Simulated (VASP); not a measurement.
# Pb (Im-3m) in VASP: settings compared

Pb is run at these levels: r2SCAN+D3(BJ), PBEsol, PBE; tasks: single point.

All numbers are computed with VASP 6.6.1; they aren't measurements. Logs are shortened: lines on timing, memory, paths and dates and some standing lists are left out, and cuts for length are marked.

## 1. The cell of the first run

It takes space group Im-3m (No. 229, cubic). Conventional cell: a = 3.959 Å, b = 3.959 Å, c = 3.959 Å, α = 90.00°, β = 90.00°, γ = 90.00°. Pb (site symmetry m-3m) has 14 Pb at 3.43 to 3.96 Å within 4.5 Å.

## 2. Single point, r2SCAN+D3(BJ), collinear spin, ferromagnetic start

POSCAR reads:

```
Pb
1.0
   -1.9796595667      1.9796595667      1.9796595667
    1.9796595667     -1.9796595667      1.9796595667
    1.9796595667      1.9796595667     -1.9796595667
Pb
1
Direct
    0.0000000000      0.0000000000      0.0000000000
```

INCAR.step1 reads:

```
PREC = Accurate
ENCUT = 520
ISMEAR = -1
SIGMA = 0.05
LREAL = F
LASPH = T
NELM = 150
ISPIN = 2
MAGMOM = 0.5
NBANDS = 17
GGA = PE
ALGO = Normal
EDIFF = 1E-4
LWAVE = T
LCHARG = F
```

INCAR.step2 reads:

```
PREC = Accurate
ENCUT = 520
EDIFF = 1E-6
ISMEAR = -1
SIGMA = 0.05
LREAL = F
LASPH = T
NELM = 150
ALGO = Normal
ISIF = 2
LWAVE = F
LCHARG = F
ISPIN = 2
MAGMOM = 0.5
LORBIT = 11
METAGGA = R2SCAN
LMIXTAU = T
IVDW = 12
VDW_S6 = 1.0
VDW_S8 = 0.78981345
VDW_A1 = 0.49484001
VDW_A2 = 5.73083694
NBANDS = 17
ISTART = 1
```

KPOINTS reads:

```
Automatic mesh
0
Gamma
  9 9 9
```

Potentials or basis: VASP PAW PBE potentials, release 64 (Pb_d).

Run with:

```
> cat potpaw_PBE.64/Pb_d/POTCAR > POTCAR
> cp INCAR.step1 INCAR
> mpirun -np 1 vasp_std > vasp.out
> cp INCAR.step2 INCAR
> mpirun -np 1 vasp_std > vasp.out
```

OUTCAR:

```text
PREC = Accurate
   ENCUT = 520
   EDIFF = 1E-6
   ISMEAR = -1
   LREAL = F
   LASPH = T
   NELM = 150
   ISIF = 2
   ISPIN = 2
   LORBIT = 11
   METAGGA = R2SCAN
   IVDW = 12
   ISTART = 1
 IVDW          = 12

 ion  position               nearest neighbor table
   1  0.000  0.000  0.000-

  LATTYP: Found a body centered cubic cell.
 ALAT       =     3.9593191334

  Lattice vectors:

 A1 = (  -1.9796595667,   1.9796595667,   1.9796595667)
 A2 = (   1.9796595667,  -1.9796595667,   1.9796595667)
 A3 = (   1.9796595667,   1.9796595667,  -1.9796595667)

Analysis of symmetry for initial positions (statically):
=====================================================================
 Subroutine PRICEL returns:
 Original cell was already a primitive cell.

 Routine SETGRP: Setting up the symmetry group for a
 body centered cubic supercell.

 Subroutine GETGRP returns: Found 48 space group operations
 (whereof 48 operations were pure point group operations)
 out of a pool of 48 trial point group operations.

The static configuration has the point symmetry O_h .

Analysis of symmetry for dynamics (positions and initial velocities):
=====================================================================
 Subroutine PRICEL returns:
 Original cell was already a primitive cell.

 Routine SETGRP: Setting up the symmetry group for a
 body centered cubic supercell.

 Subroutine GETGRP returns: Found 48 space group operations
 (whereof 48 operations were pure point group operations)
 out of a pool of 48 trial point group operations.

The dynamic configuration has the point symmetry O_h .

Analysis of structural, dynamic, and magnetic symmetry:
=====================================================================
 Subroutine PRICEL returns:
 Original cell was already a primitive cell.

 Routine SETGRP: Setting up the symmetry group for a
 body centered cubic supercell.

 Subroutine GETGRP returns: Found 48 space group operations
 (whereof 48 operations were pure point group operations)
 out of a pool of 48 trial point group operations.

The overall configuration has the point symmetry O_h .

 Subroutine INISYM returns: Found 48 space group operations
 (whereof 48 operations are pure point group operations),
 and found     1 'primitive' translations

----------------------------------------------------------------------------------------

                                     Primitive cell

  volume of cell :      31.0336

  direct lattice vectors                    reciprocal lattice vectors
    -1.979659567  1.979659567  1.979659567     0.000000000  0.252568678  0.252568678
     1.979659567 -1.979659567  1.979659567     0.252568678  0.000000000  0.252568678
     1.979659567  1.979659567 -1.979659567     0.252568678  0.252568678  0.000000000

  length of vectors
     3.428870951  3.428870951  3.428870951     0.357186050  0.357186050  0.357186050

  position of ions in fractional coordinates (direct lattice)
     0.000000000  0.000000000  0.000000000

  ion indices of the primitive-cell ions
   primitive index   ion index
                 1           1

----------------------------------------------------------------------------------------

 KPOINTS: Automatic mesh

Automatic generation of k-mesh.
 Grid dimensions read from file:
 generate k-points for:    9    9    9

 Generating k-lattice:

  Cartesian coordinates                     Fractional coordinates (reciprocal lattice)
     0.000000000  0.028063186  0.028063186     0.111111111  0.000000000  0.000000000
     0.028063186  0.000000000  0.028063186     0.000000000  0.111111111  0.000000000
     0.028063186  0.028063186  0.000000000     0.000000000  0.000000000  0.111111111

  Length of vectors
     0.039687339  0.039687339  0.039687339

  Shift w.r.t. Gamma in fractional coordinates (k-lattice)
     0.000000000  0.000000000  0.000000000

 Subroutine IBZKPT returns following result:
 ===========================================

 Found     35 irreducible k-points:

 Following reciprocal coordinates:
            Coordinates               Weight
  0.000000  0.000000  0.000000      1.000000
  0.111111  0.000000  0.000000     12.000000
  0.222222  0.000000  0.000000     12.000000
  0.333333  0.000000  0.000000     12.000000
  0.444444  0.000000  0.000000     12.000000
  0.111111  0.111111  0.000000     24.000000
[... 16 lines left out ...]
 -0.333333  0.444444  0.111111     48.000000
 -0.444444 -0.444444  0.111111     24.000000
 [... further k-points ...]
   k-points           NKPTS =     35   k-points in BZ     NKDIM =     35   number of bands    NBANDS=     17
   number of dos      NEDOS =    301   number of ions     NIONS =      1
   total plane-waves  NPLWV =  21952
   dimension x,y,z NGX =    28 NGY =   28 NGZ =   28
   dimension x,y,z NGXF=    56 NGYF=   56 NGZF=   56
   ions per type =               1
   NGX,Y,Z   is equivalent  to a cutoff of  13.58, 13.58, 13.58 a.u.
   NGXF,Y,Z  is equivalent  to a cutoff of  27.15, 27.15, 27.15 a.u.
 SYSTEM =  unknown system
   PREC   = accura    normal or accurate (medium, high low for compatibility)
   ISTART =      1    job   : 0-new  1-cont  2-samecut
   ICHARG =      0    charge: 1-file 2-atom 10-const
   ISPIN  =      2    spin polarized calculation?
   LNONCOLLINEAR =      F non collinear calculations
   LSORBIT =      F    spin-orbit coupling
   LASPH  =      T    aspherical Exc in radial PAW
   ENCUT  =  520.0 eV  38.22 Ry    6.18 a.u.   6.38  6.38  6.38*2*pi/ulx,y,z
   NELM   =    150;   NELMIN=  2; NELMDL=  0     # of ELM steps
   EDIFF  = 0.1E-05   stopping-criterion for ELM
   LREAL  =      F    real-space projection
   EDIFFG = 0.1E-04   stopping-criterion for IOM
   NSW    =      0    number of steps for IOM
   IBRION =     -1    ionic relax: 0-MD 1-quasi-New 2-CG
   NFREE  =      0    steps in history (QN), initial steepest desc. (CG)
   ISIF   =      2    stress and relaxation
   ISYM   =      2    0-nonsym 1-usesym 2-fastsym
   POTIM  = 0.5000    time-step for ionic-motion
   TEBEG  =    0.0;   TEEND  =   0.0 temperature during run
   PSTRESS=    0.0 pullay stress
   NELECT =      14.0000    total number of electrons
   NUPDOWN=      -1.0000    fix difference up-down
   EMIN   =  10.00;   EMAX   =-10.00  energy-range for DOS
   EFERMI =   0.00;   METHOD = LEGACY
   ISMEAR =    -1;   SIGMA  =   0.05  broadening in eV -4-tet -1-fermi 0-gaus
   EFERMI_NEDOS =   21; number of points for ismear=-14 and -15
   IALGO  =     38    algorithm
   IMIX   =      4    mixing-type and parameters
     AMIX     =   0.40;   BMIX     =  1.00
     AMIX_MAG =   1.60;   BMIX_MAG =  1.00
  volume/ion in A,a.u.               =      31.03       209.42
  Fermi-wavevector in a.u.,A,eV,Ry     =   1.255568  2.372680 21.448927  1.576452
  Thomas-Fermi vector in A             =   2.389319
   LORBIT       =     11    0 simple, 1 ext, 2 COOP (PROOUT), +10 PAW based schemes
   METAGGA = R2SCAN    functional components
   LHFCALC =     F    Hartree Fock is set to
   AEXX    =    0.0000 exact exchange contribution
   IVDW    =    12    specifies the selected vdW correction
   LEPSILON=     F    determine dielectric tensor
   LRPA    =     F    only Hartree local field effects (RPA)
 spin polarized calculation
  energy-cutoff  :      520.00
  volume of cell :       31.03
 maximum number of plane-waves:       887
 NGX is ok and might be reduce to    28
   NGX = 13   NGY = 13   NGZ = 13

 number of electron      14.0000002 magnetization       0.0000082

 number of electron      14.0000002 magnetization      -0.0000056

 Free energy of the ion-electron system (eV)
  ---------------------------------------------------
  ext. energy  EPLUGINS =         0.00000000
  ---------------------------------------------------
  free energy    TOTEN  =       -56.22402622 eV

  energy without entropy =      -56.21905730  energy(sigma->0) =      -56.22154176

 E-fermi :   7.0319     XC(G=0): -10.8027

 val. band max:        6.9122119302   @ k =   0.3333   0.2222   0.0000
 cond. band min:       7.1585029581   @ k =  -0.2222   0.3333   0.1111
 fundamental gap:      0.2462910279
 Fermi energy:         7.0318890695

 spin component 1

 k-point     1 :       0.0000    0.0000    0.0000
  band No.  band energies     occupation
      1     -10.8135      1.00000
      2     -10.8135      1.00000
      3     -10.8135      1.00000
      4     -10.5715      1.00000
      5     -10.5715      1.00000
      6      -5.1744      1.00000
[... 9 lines left out ...]
     16      20.8023      0.00000
     17      21.5318      0.00000

 k-point     2 :       0.1111    0.0000    0.0000
  band No.  band energies     occupation
      1     -10.8233      1.00000
      2     -10.8014      1.00000
      3     -10.7696      1.00000
      4     -10.5822      1.00000
      5     -10.5726      1.00000
      6      -4.9167      1.00000
[... 9 lines left out ...]
     16      21.9194      0.00000
     17      22.7093      0.00000
[... 421 lines left out ...]
 k-point    24 :      -0.4444   -0.4444    0.1111
  band No.  band energies     occupation
      1     -10.8098      1.00000
      2     -10.7533      1.00000
      3     -10.6539      1.00000
      4     -10.5906      1.00000
      5     -10.4494      1.00000
      6      -0.7479      1.00000
[... 9 lines left out ...]
     16      30.0922      0.00000
     17      30.2743      0.00000

 [... further k-points ...]

 spin component 2

 k-point     1 :       0.0000    0.0000    0.0000
  band No.  band energies     occupation
      1     -10.8135      1.00000
      2     -10.8135      1.00000
      3     -10.8135      1.00000
      4     -10.5715      1.00000
      5     -10.5715      1.00000
      6      -5.1744      1.00000
[... 9 lines left out ...]
     16      20.8023      0.00000
     17      21.5317      0.00000

 k-point     2 :       0.1111    0.0000    0.0000
  band No.  band energies     occupation
      1     -10.8233      1.00000
      2     -10.8014      1.00000
      3     -10.7696      1.00000
      4     -10.5822      1.00000
      5     -10.5726      1.00000
      6      -4.9167      1.00000
[... 9 lines left out ...]
     16      21.9194      0.00000
     17      22.7093      0.00000
[... 421 lines left out ...]
 k-point    24 :      -0.4444   -0.4444    0.1111
  band No.  band energies     occupation
      1     -10.8098      1.00000
      2     -10.7533      1.00000
      3     -10.6539      1.00000
      4     -10.5906      1.00000
      5     -10.4494      1.00000
      6      -0.7479      1.00000
[... 9 lines left out ...]
     16      30.0922      0.00000
     17      30.2743      0.00000

 [... further k-points ...]

------------------------ aborting loop because EDIFF is reached ----------------------------------------

 Edisp (eV)   -0.19029

 E8    (eV) :    -0.0788

  FORCE on cell =-STRESS in cart. coord.  units (eV):
  Direction    XX          YY          ZZ          XY          YZ          ZX
  --------------------------------------------------------------------------------------
  -------------------------------------------------------------------------------------
  Total      -0.27767    -0.27767    -0.27767     0.00000    -0.00000     0.00000
  in kB     -14.33540   -14.33540   -14.33540     0.00000    -0.00000     0.00000
  external pressure =      -14.34 kB  Pullay stress =        0.00 kB

 VOLUME and BASIS-vectors are now :
 -----------------------------------------------------------------------------
  energy-cutoff  :      520.00
  volume of cell :       31.03
      direct lattice vectors                 reciprocal lattice vectors
    -1.979659567  1.979659567  1.979659567     0.000000000  0.252568678  0.252568678
     1.979659567 -1.979659567  1.979659567     0.252568678  0.000000000  0.252568678
     1.979659567  1.979659567 -1.979659567     0.252568678  0.252568678  0.000000000

 POSITION                                       TOTAL-FORCE (eV/Angst)
 -----------------------------------------------------------------------------------
      0.00000      0.00000      0.00000        -0.000000      0.000000     -0.000000
 -----------------------------------------------------------------------------------
    total drift:                               -0.000000     -0.000000     -0.000000

  FREE ENERGIE OF THE ION-ELECTRON SYSTEM (eV)
  ---------------------------------------------------
  free  energy   TOTEN  =       -56.4143180314 eV

  energy  without entropy=      -56.4093491078  energy(sigma->0) =      -56.41183357

 total charge

# of ion       s       p       d       tot
------------------------------------------
    1        1.377   0.761   9.798  11.935

 magnetization (x)

# of ion       s       p       d       tot
------------------------------------------
    1        0.000   0.000   0.000   0.000
```

Run time: 62 s. Hardware: 1 thread of Intel Xeon 6975P-C (Granite Rapids), shared host; peak memory 0.2 GiB.

What came out:

```
Free energy                                           : -56.4143 eV
Pressure                                              : -1.4 GPa
Band gap on the k mesh                                : zero (filled and empty bands overlap)
Net moment                                            : 0.00 μB per cell
Valence electrons inside the program's atomic spheres : Pb 11.94
Dispersion energy per atom                            : -0.190 eV
```

Caveat: the PAW data sets were made with another functional, which shifts forces and pressure a little; spin-orbit coupling is left out, which moves the levels of the heavy elements; pairwise dispersion overbinds metals, which lowers pressure and volume.

## 3. Single point, PBEsol (volume scaled by 0.94)

INCAR reads:

```
ALGO = Normal ; EDIFF = 1E-6
ENCUT = 520 ; GGA = PS
ISIF = 2 ; ISMEAR = -1
LASPH = True ; LCHARG = True
LELF = True ; LREAL = False
LVHAR = True ; LWAVE = False
NBANDS = 13 ; NELM = 60
PREC = Accurate ; SIGMA = 0.05
```

KPOINTS reads:

```
k-points
0
Gamma
  9 9 9
```

POSCAR reads:

```
Pb
1.0
   -1.9392470115      1.9392470115      1.9392470115
    1.9392470115     -1.9392470115      1.9392470115
    1.9392470115      1.9392470115     -1.9392470115
Pb
1
Direct
    0.0000000000      0.0000000000      0.0000000000
```

Potentials or basis: VASP PAW PBE potentials, release 64 (Pb_d).

Run with:

```
> cat potpaw_PBE.64/Pb_d/POTCAR > POTCAR
> mpirun -np 1 vasp_std > vasp.out
```

Run time: 16 s. Hardware: 1 thread of Intel Xeon 8259CL, shared host; peak memory 0.16 GiB.

Results (log left out):

```yaml
Free_energy: -3.9470 eV
Pressure: 0.7 GPa
Band_gap_on_the_k_mesh: zero (band 7 reaches 15.53 eV, above the bottom of band 8 at 5.36 eV)
```

Levels at points of the mesh, in eV from the Fermi level:
```tsv
k point	band 4	band 5	band 6	band 7	band 8	band 9	band 10	band 11
(0.00, 0.00, 0.00)	-16.86	-16.86	-12.08	7.95	7.95	7.95	11.13	11.13
```

Caveat: the PAW data sets were made with another functional, which shifts forces and pressure a little; spin-orbit coupling is left out, which moves the levels of the heavy elements.

## 4. Single point, PBE

INCAR reads:

```
SYSTEM = Pb
PREC = Accurate
ENCUT = 520
EDIFF = 1E-6
ISMEAR = -1
SIGMA = 0.05
LREAL = .FALSE.
LASPH = .TRUE.
NELM = 100
ALGO = Normal
ISIF = 2
LWAVE = .FALSE.
LCHARG = .FALSE.
GGA = PE
NBANDS = 13
```

KPOINTS reads:

```
Automatic mesh
0
G
  9 9 9
  0 0 0
```

POSCAR reads:

```
Pb
1.0
   -1.9796595667      1.9796595667      1.9796595667
    1.9796595667     -1.9796595667      1.9796595667
    1.9796595667      1.9796595667     -1.9796595667
Pb
1
Direct
    0.0000000000      0.0000000000      0.0000000000
```

Run with:

```
> cat potpaw_PBE.64/Pb_d/POTCAR > POTCAR
> mpirun -np 1 vasp_std > vasp.out
```

It took 16 s on 1 thread of Intel Xeon 8259CL, shared host; peak memory 0.16 GiB.

Results (log left out):

```
Free energy            : -3.5044 eV
Pressure               : 0.7 GPa
Band gap on the k mesh : zero (band 7 reaches 14.46 eV, above the bottom of band 8 at 5.02 eV)
```

Levels at points of the mesh, in eV from the Fermi level:
```csv
k point,band 3,band 4,band 5,band 6,band 7,band 8,band 9,band 10,band 11,band 12
"(0.00, 0.00, 0.00)",-17.17,-16.94,-16.94,-11.65,7.39,7.39,7.39,11.03,11.03,11.03
```

Caveat: spin-orbit coupling is left out, which moves the levels of the heavy elements.

## 5. Summary

```csv
level,spin,cell,gap on the mesh (eV),pressure (GPa)
r2SCAN+D3(BJ),"collinear, ferromagnetic start","a = 3.429 Å, angles 109.5°, 1 atom",none,-1.4
PBEsol,off,"a = 3.359 Å, angles 109.5°, 1 atom",none,0.7
PBE,off,"a = 3.429 Å, angles 109.5°, 1 atom",none,0.7
```

Alike in all rows: task single point; potentials or basis VASP PAW PBE potentials, release 64 (Pb_d); k mesh 9 × 9 × 9; cutoff (eV) 520; smearing fermi-dirac 0.05 eV.

Caveats: spin-orbit coupling is left out, which moves the levels of the heavy elements; the PAW data sets were made with another functional, which shifts forces and pressure a little (some runs); pairwise dispersion overbinds metals, which lowers pressure and volume (some runs).

Absolute energies hang on the potentials; compare differences alone.
